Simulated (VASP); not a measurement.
# AgI (F-43m) in VASP: notebook, part 2 of 2

VASP 6.6.1. Earlier steps stand in the parts before.

### 3 Relaxation of cell and atoms, LDA, target pressure 4 GPa, at which the enthalpy is minimised

Contents of INCAR:

```
  ALGO = Normal
  EDIFF = 1E-7
  EDIFFG = -0.002
  ENCUT = 500
  GGA_COMPAT = F
  IBRION = 2
  ISIF = 3
  ISMEAR = 0
  LASPH = T
  LCHARG = F
  LREAL = F
  LWAVE = F
  NELM = 120
  NELMIN = 4
  NSW = 100
  PREC = Accurate
  PSTRESS = 40.0
  SIGMA = 0.01
```

Contents of KPOINTS:

```
k-points
0
Gamma
  6 6 6
```

Contents of POSCAR:

```
AgI
1.0
    3.1739602599      3.1739602599      0.0000000000
   -3.1739602599      3.1739602599      0.0000000000
    0.0000000000      3.1739602599      3.1739602599
Ag I
1 1
Direct
    0.0000000000      0.0000000000      0.0000000000
    0.7500000000      0.2500000000      0.5000000000
```

Potentials or basis: VASP PAW LDA potentials, release 64 (Ag, I).

Launch:

```
$ cat potpaw_LDA.64/Ag/POTCAR potpaw_LDA.64/I/POTCAR > POTCAR
$ mpirun -np 1 vasp_std > vasp.out
```

OUTCAR:

```text
EDIFF = 1E-7
   EDIFFG = -0.002
   ENCUT = 500
   IBRION = 2
   ISIF = 3
   ISMEAR = 0
   LASPH = T
   LREAL = F
   NELM = 120
   NELMIN = 4
   NSW = 100
   PREC = Accurate
   PSTRESS = 40.0

 ion  position               nearest neighbor table
   1  0.000  0.000  0.000-   2 2.75   2 2.75   2 2.75   2 2.75
   2  0.750  0.250  0.500-   1 2.75   1 2.75   1 2.75   1 2.75

  LATTYP: Found a face centered cubic cell.
 ALAT       =     6.3479205198

  Lattice vectors:

 A1 = (   0.0000000000,   3.1739602599,   3.1739602599)
 A2 = (   3.1739602599,   0.0000000000,   3.1739602599)
 A3 = (   3.1739602599,   3.1739602599,   0.0000000000)

Analysis of symmetry for initial positions (statically):
=====================================================================
 Subroutine PRICEL returns:
 Original cell was already a primitive cell.
[... 213 lines left out ...]
      2      -0.2996      2.00000
      3      -0.2996      2.00000
      4      -0.2996      2.00000
      5       1.1433      2.00000
      6       1.1433      2.00000
      7       5.2455      2.00000
      8       5.2455      2.00000
      9       5.2455      2.00000
     10       6.3598      0.00000
     11      10.5160      0.00000
     12      10.5160      0.00000
     13      10.5160      0.00000
[... 275 lines left out ...]
--------------------------------------- Ionic step        3  -------------------------------------------

 number of electron      17.9999999 magnetization

 Free energy of the ion-electron system (eV)
  ---------------------------------------------------
  ext. energy  EPLUGINS =         0.00000000
  ---------------------------------------------------
  free energy    TOTEN  =        -6.06604873 eV

  energy without entropy =       -6.06604873  energy(sigma->0) =       -6.06604873

 E-fermi :   4.7772     XC(G=0):  -9.5192

 val. band max:        4.7148525389   @ k =   0.0000   0.0000   0.0000
 cond. band min:       5.8199231031   @ k =   0.0000   0.0000   0.0000
 fundamental gap:      1.1050705642
 Fermi energy:         4.7772374262

 k-point     1 :       0.0000    0.0000    0.0000
  band No.  band energies     occupation
      1      -9.0542      2.00000
      2      -0.5325      2.00000
      3      -0.5325      2.00000
      4      -0.5325      2.00000
      5       0.8464      2.00000
      6       0.8464      2.00000
      7       4.7149      2.00000
      8       4.7149      2.00000
      9       4.7149      2.00000
     10       5.8199      0.00000
     11      10.0697      0.00000
     12      10.0697      0.00000
     13      10.0697      0.00000
[... 271 lines left out ...]
  energy  without entropy=       -6.0660487326  energy(sigma->0) =       -6.06604873

  enthalpy is  TOTEN    =        -4.5893604584 eV   P V=        1.4766882742

 reached required accuracy - stopping structural energy minimisation
```

Wall time 49 s (1 thread of Intel Xeon 8259CL, shared host); peak memory 0.18 GiB.

Results:

```yaml
Free_energy: -6.0660 eV
Relaxed_volume: 29.57 Å³/atom
Relaxed_cell: a = 4.373 Å, b = 4.373 Å, c = 4.373 Å, α = 60.00°, β = 60.00°, γ = 90.00°
Space_group_after_relaxing_to_0.1_Å: F-43m (No. 216)
Energy_change_on_relaxing_the_run_minimises_the_enthalpy: +27.8 meV/atom
Ionic_steps: 3
Pressure_after_relaxing: 4.0 GPa
Band_gap_on_the_k_mesh: 1.10 eV
```

Step by step:
| step | energy change (eV) | largest force (eV/Å) | pressure (GPa) | volume (Å³) |
| --- | --- | --- | --- | --- |
| 1 | 0.0000 | 0.0000 | 0.03 | 63.95 |
| 2 | 0.1295 | 0.0000 | 6.61 | 56.90 |
| 3 | 0.0556 | 0.0000 | 3.99 | 59.15 |

Final structure:
```
CELL_PARAMETERS angstrom
3.09245 3.09245 0.00000
-3.09245 3.09245 0.00000
0.00000 3.09245 3.09245
ATOMIC_POSITIONS crystal
Ag 0.00000 0.00000 0.00000
I 0.75000 0.25000 0.50000
```

Caveat: the cell is relaxed towards a set pressure, so the run minimises the enthalpy, not the energy; spin-orbit coupling is left out, which moves the levels of the heavy elements. Zero-point motion and thermal expansion aren't in these numbers.

### 4 Relaxation of cell and atoms, LDA, target pressure 7 GPa, at which the enthalpy is minimised

Contents of INCAR:

```
ALGO = Normal ; EDIFF = 1E-7
EDIFFG = -0.002 ; ENCUT = 500
GGA_COMPAT = F ; IBRION = 2
ISIF = 3 ; ISMEAR = 0
LASPH = T ; LCHARG = F
LREAL = F ; LWAVE = F
NELM = 120 ; NELMIN = 4
NSW = 100 ; PREC = Accurate
PSTRESS = 70.0 ; SIGMA = 0.01
```

KPOINTS is that of step 3.

POSCAR is that of step 3.

Launch:

```
$ cat potpaw_LDA.64/Ag/POTCAR potpaw_LDA.64/I/POTCAR > POTCAR
$ mpirun -np 1 vasp_std > vasp.out
```

It took 1.7 min on 1 thread of Intel Xeon 8259CL, shared host; peak memory 0.18 GiB.

It converged, with:

```yaml
Free_energy: -5.9795 eV
Relaxed_volume: 28.30 Å³/atom
Relaxed_cell: a = 4.310 Å, b = 4.310 Å, c = 4.310 Å, α = 60.00°, β = 60.00°, γ = 90.00°
Space_group_after_relaxing_to_0.1_Å: F-43m (No. 216)
Energy_change_on_relaxing_the_run_minimises_the_enthalpy: +71.1 meV/atom
Ionic_steps: 6
Pressure_after_relaxing: 7.0 GPa
Band_gap_on_the_k_mesh: 1.12 eV
```

The path:
```tsv
step	energy change (eV)	largest force (eV/Å)	pressure (GPa)	volume (Å³)
1	0.0000	0.0000	0.03	63.95
2	0.4536	0.0000	15.01	51.92
3	0.1391	0.0000	6.91	56.67
4	0.1452	0.0000	7.09	56.53
5	0.1401	0.0000	6.96	56.64
6	0.1422	0.0000	7.00	56.60
```

Final structure:
```cif
data_structure
_symmetry_space_group_name_H-M 'P 1'
_symmetry_Int_Tables_number 1
_cell_length_a 4.3096
_cell_length_b 4.3096
_cell_length_c 4.3096
_cell_angle_alpha 60.000
_cell_angle_beta 60.000
_cell_angle_gamma 90.000
_cell_volume 56.60
loop_
_atom_site_label
_atom_site_type_symbol
_atom_site_fract_x
_atom_site_fract_y
_atom_site_fract_z
_atom_site_occupancy
Ag1 Ag 0.00000 0.00000 0.00000 1
I1 I 0.75000 0.25000 0.50000 1
```

Levels at points of the mesh, in eV from the valence-band top:
| k point | band 5 | band 6 | band 7 | band 8 | band 9 | band 10 | band 11 | band 12 | band 13 |
| --- | --- | --- | --- | --- | --- | --- | --- | --- | --- |
| (0.00, 0.00, 0.00) | -4.13 | -4.13 | 0.00 | 0.00 | 0.00 | 1.12 | 5.26 | 5.26 | 5.26 |
| (0.50, 0.00, 0.00) | -4.09 | -4.09 | -3.90 | -1.06 | -1.06 | 2.44 | 5.85 | 5.85 | 7.18 |
| (0.50, 0.50, 0.00) | -4.01 | -3.97 | -3.51 | -2.56 | -2.56 | 2.88 | 3.52 | 9.05 | 10.18 |

Caveat: the cell is relaxed towards a set pressure, so the run minimises the enthalpy, not the energy; spin-orbit coupling is left out, which moves the levels of the heavy elements. Zero-point motion and thermal expansion aren't in these numbers.

### 5 Relaxation of cell and atoms, LDA, target pressure 10 GPa, at which the enthalpy is minimised

Contents of INCAR:

```
SYSTEM = AgI
PREC = Accurate ; ENCUT = 500
EDIFF = 1E-7 ; ISMEAR = 0
SIGMA = 0.01 ; LREAL = .False.
LASPH = .True. ; NELM = 120
ALGO = Normal ; ISIF = 3
LWAVE = .False. ; LCHARG = .False.
GGA = CA ; IBRION = 2
NSW = 100 ; EDIFFG = -0.002
PSTRESS = 100.0 ; GGA_COMPAT = .False.
NELMIN = 4
```

Contents of KPOINTS:

```
Automatic mesh
0
Gamma
  6 6 6
  0 0 0
```

POSCAR is that of step 4.

Launch:

```
$ cat potpaw_LDA.64/Ag/POTCAR potpaw_LDA.64/I/POTCAR > POTCAR
$ mpirun -np 1 vasp_std > vasp.out
```

It took 2.3 min on 1 thread of Intel Xeon 8259CL, shared host; peak memory 0.18 GiB.

The run converged. Its results:

```yaml
Free_energy: -5.8727 eV
Relaxed_volume: 27.29 Å³/atom
Relaxed_cell: a = 4.258 Å, b = 4.258 Å, c = 4.258 Å, α = 60.00°, β = 60.00°, γ = 90.00°
Space_group_after_relaxing_to_0.1_Å: F-43m (No. 216)
Energy_change_on_relaxing_the_run_minimises_the_enthalpy: +124.5 meV/atom
Ionic_steps: 7
Pressure_after_relaxing: 10.0 GPa
Band_gap_on_the_k_mesh: 1.13 eV
```

The path:
```csv
step,energy change (eV),largest force (eV/Å),pressure (GPa),volume (Å³)
1,0.0000,0.0000,0.03,63.95
2,1.0634,0.0000,27.87,47.25
3,0.2352,0.0000,9.64,54.80
4,0.2463,0.0000,9.92,54.61
5,0.2574,0.0000,10.21,54.44
6,0.2412,0.0000,9.81,54.70
7,0.2490,0.0000,10.00,54.57
```

Final structure:
```
Ag I
1.0
     3.01053    3.01053    0.00000
    -3.01053    3.01053    0.00000
     0.00000    3.01053    3.01053
Ag I
1 1
Cartesian
  0.0000 0.0000 0.0000
  1.5053 4.5158 1.5053
```

Levels at points of the mesh, in eV from the valence-band top:
```csv
k point,band 7,band 8,band 9,band 10,band 11,band 12
"(0.00, 0.00, 0.00)",0.00,0.00,0.00,1.13,5.17,5.17
"(0.50, 0.00, 0.00)",-4.12,-1.13,-1.13,2.41,5.79,5.79
"(0.50, 0.50, 0.00)",-3.71,-2.73,-2.73,2.77,3.45,9.23
```

Caveat: the cell is relaxed towards a set pressure, so the run minimises the enthalpy, not the energy; spin-orbit coupling is left out, which moves the levels of the heavy elements.

### 6 Summary

```tsv
cell	gap on the mesh (eV)	pressure (GPa)
relaxed to 2 GPa	1.10	2.0
relaxed to 4 GPa	1.10	4.0
relaxed to 7 GPa	1.12	7.0
relaxed to 10 GPa	1.13	10.0
```

Alike in all rows: task relaxation of cell and atoms; level LDA; potentials or basis VASP PAW LDA potentials, release 64 (Ag, I); no spin polarisation; k mesh 6 × 6 × 6; cutoff (eV) 500; smearing gaussian 0.01 eV.

Caveats: the cell is relaxed towards a set pressure, so the run minimises the enthalpy, not the energy; spin-orbit coupling is left out, which moves the levels of the heavy elements.

Absolute energies hang on the potentials; compare differences alone.
